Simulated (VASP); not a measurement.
Wanted: the native input for a VASP 6.6.1 run.

| Quantity | Value |
| --- | --- |
| Task | single point |
| Functional | r2SCAN |
| Potentials or basis | VASP PAW PBE potentials, release 64 (Mg, Al, Sb) |
| Cutoff | 520 eV |
| k mesh | 5 × 3 × 3, shifted |
| Occupations | fermi-dirac, width 0.1 eV |
| Spin | no spin polarisation |
| Dipole correction | no |
| Further INCAR settings | ALGO = Normal; EDIFF = 1e-07; NBANDS = 24 |

MgAlSb5:

```
Mg Al Sb
1.0
     0.09750   -0.00593    4.51768
     4.77246   -3.98407    2.36396
     4.48375    3.75709   -2.16396
Mg Al Sb
1 1 5
Direct
  0.98251 0.03373 0.96051
  0.97790 0.51213 0.51143
  0.05015 0.71835 0.74889
  0.97390 0.25797 0.24185
  0.44388 0.49543 0.46083
  0.74992 0.78743 0.25267
  0.16684 0.22960 0.75357
```

These files were run (other wordings do the same):

POSCAR

```
MgAlSb5
1.0
    0.0974953000     -0.0059285800      4.5176802200
    4.7724623000     -3.9840673100      2.3639621900
    4.4837454700      3.7570859200     -2.1639636200
Mg Al Sb
1 1 5
Direct
    0.9825140000      0.0337260000      0.9605130000
    0.9778960000      0.5121310000      0.5114320000
    0.0501460000      0.7183470000      0.7488870000
    0.9738990000      0.2579720000      0.2418550000
    0.4438810000      0.4954310000      0.4608340000
    0.7499230000      0.7874310000      0.2526720000
    0.1668370000      0.2296030000      0.7535710000
```

INCAR.step1

```
SYSTEM = MgAlSb5
ALGO = Normal
EDIFF = 1E-4
ENCUT = 520
GGA = PE
ISMEAR = -5
LASPH = .TRUE.
LCHARG = .FALSE.
LREAL = .FALSE.
LWAVE = .TRUE.
NBANDS = 24
NELM = 100
PREC = Accurate
SIGMA = 0.1
```

INCAR.step2

```
SYSTEM = MgAlSb5
ALGO = Normal
EDIFF = 1E-7
ENCUT = 520
ISIF = 2
ISMEAR = -1
ISTART = 1
LASPH = .TRUE.
LCHARG = .FALSE.
LMIXTAU = .TRUE.
LORBIT = 11
LREAL = .FALSE.
LWAVE = .FALSE.
METAGGA = R2SCAN
NBANDS = 24
NELM = 100
PREC = Accurate
SIGMA = 0.1
```

KPOINTS

```
Automatic mesh
0
Gamma
  5 3 3
  0.5 0.5 0
```

Potentials or basis: VASP PAW PBE potentials, release 64 (Mg, Al, Sb).

Command:

```bash
$ cat potpaw_PBE.64/Mg/POTCAR potpaw_PBE.64/Al/POTCAR potpaw_PBE.64/Sb/POTCAR > POTCAR
$ cp INCAR.step1 INCAR
$ mpirun -np 1 vasp_std > vasp.out
$ cp INCAR.step2 INCAR
$ mpirun -np 1 vasp_std > vasp.out
```

It gave:

```json
{
  "Pressure": "47.0 GPa",
  "Largest force": "12.191 eV/Å",
  "Band gap on the k mesh": "zero (bands 15 and 16 overlap by 0.38 eV)",
  "Valence electrons inside the program's atomic spheres": "Mg 0.51; Al 1.30; Sb 2.72, 2.59, 2.70, 2.65, 2.77"
}
```

Caveat: the k points lie up to 0.36 Å⁻¹ apart; the PAW data sets were made with another functional, which shifts forces and pressure a little; spin-orbit coupling is left out, which moves the levels of the heavy elements.

It took 3.9 min on 1 thread of Intel(R) Xeon(R) Platinum 8375C CPU @ 2.90GHz (Ice Lake), with other jobs on the host, peak memory 0.35 GiB.
